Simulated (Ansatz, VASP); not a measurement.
## Be4ZnTe in VASP and in Ansatz

```
Be Zn Te
1.0
     5.18284    0.00000    0.00000
     0.00000    5.18284    0.00000
     0.00000    0.00000    3.57567
Be Zn Te
4 1 1
Direct
  0.29776 0.00000 0.50000
  0.70224 0.00000 0.50000
  0.00000 0.29776 0.50000
  0.00000 0.70224 0.50000
  0.00000 0.00000 0.00000
  0.50000 0.50000 0.50000
```

Alike in both runs: functional PBE; k mesh 4 × 4 × 4; occupations gaussian, width 0.2 eV; no spin polarisation.

Ansatz relaxed the structure, and its values are those at the end. VASP's run is a single point on that final structure, the one shown.

|  | VASP | Ansatz |
| --- | --- | --- |
| version | VASP 6.6.1 | Ansatz 0.2.0 |
| potentials or method | VASP PAW PBE potentials, release 64 (Be, Zn, Te), cutoff 600 eV | scalar-relativistic, plane waves, PAW |
| valence electrons in the cell | 26 | 36 |

|  | VASP | Ansatz | Ansatz less VASP |
| --- | --- | --- | --- |
| gap on the k mesh at the Fermi level (eV) | none | none | - |
| pressure (GPa) | 0.3 | 0.2 | -0.13 |
| rms of the force components (eV/Å) | 0.039 | 0.034 | -0.0059 |

A gap of «none» marks a metal or a gap that the smearing closes. VASP's potentials hold 26 valence electrons a cell and Ansatz's 36, so a difference there can come from the potentials and not from the codes.

The k mesh is coarse, so the values compare programs but aren't converged. Spin-orbit coupling is off throughout.
